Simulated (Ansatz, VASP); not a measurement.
# SrLi2SnSe4: VASP beside Ansatz

POSCAR

```
SrLi2SnSe4
1.0
   -3.4299160000      3.4299160000      4.0784020000
    3.4299160000     -3.4299160000      4.0784020000
    3.4299160000      3.4299160000     -4.0784020000
Sn Sr Li Se
1 1 2 4
Direct
    0.0000000000      0.0000000000      0.0000000000
    0.5000000000      0.5000000000      0.0000000000
    0.2500000000      0.7500000000      0.5000000000
    0.7500000000      0.2500000000      0.5000000000
    0.0352600000      0.0352600000      0.4132000000
    0.9647400000      0.3779400000      0.0000000000
    0.6220600000      0.6220600000      0.5868000000
    0.3779400000      0.9647400000      0.0000000000
```

The input INCAR.step1:

```
SYSTEM = SrLi2SnSe4
ALGO = Normal
EDIFF = 1E-4
ENCUT = 520
GGA = PE
ISMEAR = -1
LASPH = .TRUE.
LCHARG = .FALSE.
LREAL = .FALSE.
LWAVE = .TRUE.
NBANDS = 37
NELM = 60
PREC = Accurate
SIGMA = 0.0134
```

File INCAR.step2:

```
SYSTEM = SrLi2SnSe4
ALGO = Normal
EDIFF = 1E-6
ENCUT = 520
ISIF = 2
ISMEAR = -1
ISTART = 1
LASPH = .TRUE.
LCHARG = .FALSE.
LMIXTAU = .TRUE.
LREAL = .FALSE.
LWAVE = .FALSE.
METAGGA = R2SCAN
NBANDS = 37
NELM = 60
PREC = Accurate
SIGMA = 0.0134
```

KPOINTS

```
k-points
0
G
  5 5 5
  0 0 0
```

Input for Ansatz:

```yaml
crystal:
  lattice:
    - [-3.429916, 3.429916, 4.078402]
    - [3.429916, -3.429916, 4.078402]
    - [3.429916, 3.429916, -4.078402]
  atoms:
    - { symbol: Sn, position: [0.0, 0.0, 0.0] }
    - { symbol: Sr, position: [0.5, 0.5, 0.0] }
    - { symbol: Li, position: [0.25, 0.75, 0.5] }
    - { symbol: Li, position: [0.75, 0.25, 0.5] }
    - { symbol: Se, position: [0.03526, 0.03526, 0.4132] }
    - { symbol: Se, position: [0.96474, 0.37794, 0.0] }
    - { symbol: Se, position: [0.62206, 0.62206, 0.5868] }
    - { symbol: Se, position: [0.37794, 0.96474, 0.0] }
  symmetry: { tolerance: 0.0003 }
kpoints:
  mp_grid: { grid: [5, 5, 5], shift: [0, 0, 0] }
  band_path:
    path:
      - [0.0, 0.0, 0.0]
      - [0.0, 0.0, 0.5]
      - [0.25, 0.25, 0.25]
      - [0.0, 0.5, 0.0]
      - [0.0, 0.0, 0.0]
      - [0.5, 0.5, -0.5]
      - [0.42681818, 0.57318182, -0.42681818]
      - [-0.42681818, 0.42681818, 0.42681818]
      - [0.0, 0.0, 0.0]
      - [0.0, 0.0, 0.5]
      - [-0.35363636, 0.35363636, 0.5]
    npoints: 6
magnetization:
  spin_polarized: false
scf:
  occupations: { method: fermi_dirac, width: 0.0134 }
  lower_state_search: "off"
  max_iter: 200
hamiltonian:
  pseudopotentials: { kind: paw }
  xc: r2scan
basis:
  ecutwfc: 500
  fft_grid_basis: typed
output:
  forces: true
  stress: true
  eigenvalues: true
  bader: true
  populations: true
  elf: true
  write_potential: true
  volumetric_format: npy
  dos:
    e_range: [-12, 8]
    de: 0.05
    projected: { site_lists: { Li: [Li], Se: [Se], Sn: [Sn], Sr: [Sr] } }
checkpoint:
  read: saved_state
```

Alike in both runs: task single point; functional r2SCAN; k mesh 5 × 5 × 5; occupations fermi-dirac, width 0.0134 eV; no spin polarisation.

|  | VASP | Ansatz |
| --- | --- | --- |
| version | VASP 6.6.1 | Ansatz 0.2.0 |
| potentials or method | VASP PAW PBE potentials, release 64 (Sn_d, Sr_sv, Li_sv, Se), cutoff 520 eV | PAW plane waves |
| valence electrons in the cell | 54 | 94 |

```csv
,VASP,Ansatz,Ansatz less VASP
gap on the k mesh at the Fermi level (eV),2.70,2.70,-0.002
rms of the force components (eV/Å),0.361,0.359,-0.0021
```

VASP's potentials were made for PBE, not for r2SCAN. Atom by atom the forces differ by 0.002 eV/Å (rms over components). With one functional, cell and mesh, what is left measures potentials, basis and numerics. VASP's potentials hold 54 valence electrons a cell and Ansatz's 94, so a difference there can come from the potentials and not from the codes.

Noted on VASP's run: the cutoff is short for stress, so the pressure is rough.
